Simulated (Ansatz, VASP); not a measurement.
**Bi2S3: VASP beside Ansatz**

```xyz
20
Lattice="11.2500 0.0000 0.0000 0.0000 3.9700 0.0000 0.0000 0.0000 11.1100" Properties=species:S:1:pos:R:3 pbc="T T T"
Bi    5.4684    0.9925    3.6028
Bi    0.1566    2.9775    9.1578
Bi   11.0934    0.9925    1.9522
Bi    5.7816    2.9775    7.5072
Bi    3.8062    2.9775    0.3364
Bi    1.8188    0.9925    5.8914
Bi    9.4312    2.9775    5.2186
Bi    7.4438    0.9925   10.7736
S     3.2039    0.9925    2.1181
S     2.4211    2.9775    7.6731
S     8.8289    0.9925    3.4369
S     8.0461    2.9775    8.9919
S     6.1767    2.9775    1.4303
S    10.6983    0.9925    6.9853
S     0.5517    2.9775    4.1247
S     5.0733    0.9925    9.6797
S     4.2490    2.9775    4.9268
S     1.3760    0.9925   10.4818
S     9.8740    2.9775    0.6282
S     7.0010    0.9925    6.1832
```

Alike in both runs: functional LDA; k mesh 3 × 7 × 3; no spin polarisation.

Ansatz relaxed the structure, and its values are those at the end. VASP's run is a single point on that final structure, the one shown.

|  | VASP | Ansatz |
| --- | --- | --- |
| version | VASP 6.6.1 | Ansatz 0.2.0 |
| potentials or method | VASP PAW LDA potentials, release 64 (Bi_d, S) | scalar-relativistic, plane waves, PAW |
| plane-wave cutoff (eV) | 500 | 420 |
| occupations | gaussian, width 0.01 eV | fixed |
| valence electrons in the cell | 192 | 192 |

|  | VASP | Ansatz | Ansatz less VASP |
| --- | --- | --- | --- |
| gap on the k mesh at the Fermi level (eV) | 1.26 | 1.26 | -0.001 |
| least direct gap on the mesh (eV) | 1.36 | 1.35 | -0.003 |
| pressure (GPa) | -2.0 | -2.0 | -0.05 |
| rms of the force components (eV/Å) | 0.005 | 0.001 | -0.0048 |

LDA's correlation is that of Perdew and Zunger in VASP and of Perdew and Wang (1992) in Ansatz. Ansatz's warnings: stress scf threshold loose.

Spin-orbit coupling is off throughout.
